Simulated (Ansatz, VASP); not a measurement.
# One calculation of V, two programs

```xyz
2
Lattice="2.5691 0.0000 0.0000 -1.2845 2.2249 0.0000 0.0000 0.0000 4.6595" Properties=species:S:1:pos:R:3 pbc="T T T"
V     0.0000    1.4833    1.1649
V     1.2845    0.7416    3.4946
```

Alike in both runs: task single point; functional r2SCAN; k mesh 12 × 12 × 6; occupations fermi-dirac, width 0.05 eV; collinear spin.

```csv
,VASP,Ansatz
version,VASP 6.6.1,Ansatz 0.2.0
potentials or method,"VASP PAW PBE potentials, release 64 (V_sv)",Ansatz PAW
plane-wave cutoff (eV),520,500
valence electrons in the cell,26,26
```

VASP gave:

| Quantity | Value |
| --- | --- |
| gap on the k mesh at the Fermi level (eV) | none |
| pressure (GPa) | 5.0 |
| traceless stress, the component that is largest in VASP (GPa) | -0.94 |
| net moment per atom (μB) | 0.00 |

Which values does Ansatz return?

gap on the k mesh at the Fermi level (eV): none; pressure (GPa): 4.3; traceless stress, the component that is largest in VASP (GPa): -0.88; net moment per atom (μB): 0.00.

VASP's potentials were made for PBE, not for r2SCAN. A gap of «none» marks a metal or a gap that the smearing closes.

Noted on Ansatz's run: the magnetic or orbital state may not be the lowest.
